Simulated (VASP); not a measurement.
Set up this calculation in VASP 6.6.1, as the native input.

| Property | Result |
| --- | --- |
| Task | single point |
| Functional | PBEsol |
| Potentials or basis | VASP PAW PBE potentials, release 64 (Mo_sv, S) |
| Cutoff | 520 eV |
| k mesh | 12 × 12 × 2 |
| Occupations | gaussian, width 0.02 eV |
| Spin | no spin polarisation |
| Dipole correction | no |
| Further INCAR settings | ALGO = Normal; EDIFF = 1e-06; NBANDS = 35 |

The structure of MoS2 lies in POSCAR:

```
MoS2
1.0
    3.1413882571      0.0000000000      0.0000000000
   -1.5706941286      2.7205220338      0.0000000000
    0.0000000000      0.0000000000     12.5850886796
Mo S
2 4
Direct
    0.6666666667      0.3333333333      0.2500000000
    0.3333333333      0.6666666667      0.7500000000
    0.6666666667      0.3333333333      0.6261196804
    0.3333333333      0.6666666667      0.3738803196
    0.6666666667      0.3333333333      0.8738803196
    0.3333333333      0.6666666667      0.1261196804
```

One way to write it, as run:

INCAR

```
SYSTEM = MoS2
PREC     = Accurate       ! precision mode
ENCUT    = 520            ! plane-wave cutoff, eV
EDIFF    = 1E-6           ! SCF threshold, eV
ISMEAR   = 0              ! smearing method
SIGMA    = 0.02           ! smearing width, eV
LREAL    = .FALSE.        ! projectors in reciprocal space
LASPH    = .TRUE.         ! aspherical terms in the spheres
NELM     = 80             ! most SCF steps
ALGO     = Normal         ! electronic algorithm
ISIF     = 2              ! what is computed and relaxed
LWAVE    = .FALSE.        ! write WAVECAR
LCHARG   = .FALSE.        ! write CHGCAR
GGA      = PS             ! functional
NBANDS   = 35             ! bands
```

KPOINTS

```
Automatic mesh
0
G
  12 12 2
  0 0 0
```

Potentials or basis: VASP PAW PBE potentials, release 64 (Mo_sv, S).

The run is started by

```console
$ cat potpaw_PBE.64/Mo_sv/POTCAR potpaw_PBE.64/S/POTCAR > POTCAR
$ mpirun -np 1 vasp_std > vasp.out
```

Results of the run:

```yaml
Pressure: 0.0 GPa
Band_gap_on_the_k_mesh: 1.00 eV, indirect (least direct gap 1.75 eV)
```

Caveat: the PAW data sets were made with another functional, which shifts forces and pressure a little; this functional lacks dispersion, which binds the layers, so the pressure and a relaxed spacing across them are unreliable.

Run time: 75 s on 1 thread of AMD EPYC 9R45 96-Core Processor (Zen 5), on a shared host, peak memory 0.25 GiB.
